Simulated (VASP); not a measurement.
Sn:

```xyz
2
Lattice="-2.6799 2.6799 1.5005 2.6799 -2.6799 1.5005 2.6799 2.6799 -1.5005" Properties=species:S:1:pos:R:3 pbc="T T T"
Sn    2.6799    0.0000    0.7503
Sn    0.0000    0.0000    1.5005
```

This cell differs from its parent crystal: Ge replaced by Sn, lengths x 1.095, strained.

Base run:

```yaml
Program: VASP 6.6.1
Functional: PBE
Potentials_or_basis: VASP PAW PBE potentials, release 64 (Sn_d)
Cutoff: 520 eV
k_mesh: 16 × 16 × 16
Occupations: gaussian, width 0.1 eV
Spin: no spin polarisation
```

Its results: band gap on the k mesh zero (band 14 reaches 13.44 eV, above the bottom of band 15 at 7.49 eV); pressure 25.8 GPa.

Task: The run is repeated on the same cell with these changes: k mesh from 16 × 16 × 16 to 6 × 6 × 6; further incar settings from ALGO = Fast; EDIFF = 1e-06; NBANDS = 21 to ALGO = Normal; EDIFF = 1e-07; NBANDS = 21. What comes out?

Result: Band gap on the k mesh zero (band 14 reaches 13.18 eV, above the bottom of band 15 at 7.30 eV); pressure 26.4 GPa.

Caveats: some runs use coarse meshes; spin-orbit coupling is left out, which moves the levels of the heavy elements.
